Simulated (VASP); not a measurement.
Here is a VASP 6.6.1 calculation.

File INCAR:

```
ALGO = Normal ; EDIFF = 1E-6
ENCUT = 520 ; ISIF = 2
ISMEAR = -1 ; LASPH = T
LCHARG = F ; LREAL = F
LWAVE = F ; NBANDS = 18
NELM = 100 ; PREC = Accurate
SIGMA = 0.1
```

Contents of KPOINTS:

```
k-points
0
Gamma
  9 9 9
```

Contents of POSCAR:

```
Ta
1.0
    0.0000000000      2.9669587112      2.9669587112
    2.9669587112      0.0000000000      2.9669587112
    2.9669587112      2.9669587112      0.0000000000
Ta
2
Direct
    0.1250000000      0.1250000000      0.1250000000
    0.8750000000      0.8750000000      0.8750000000
```

Potentials or basis: VASP PAW LDA potentials, release 64 (Ta_pv).

Run with:

```console
$ cat potpaw_LDA.64/Ta_pv/POTCAR > POTCAR
$ mpirun -np 1 vasp_std > vasp.out
```

(1) Estimate the pressure.

(2) Estimate the band gap on the k mesh.

Results:

(1) 0.3 GPa.

(2) zero (bands 11 and 12 overlap by 0.68 eV).

Caveat: spin-orbit coupling is left out, which moves the levels of the heavy elements.
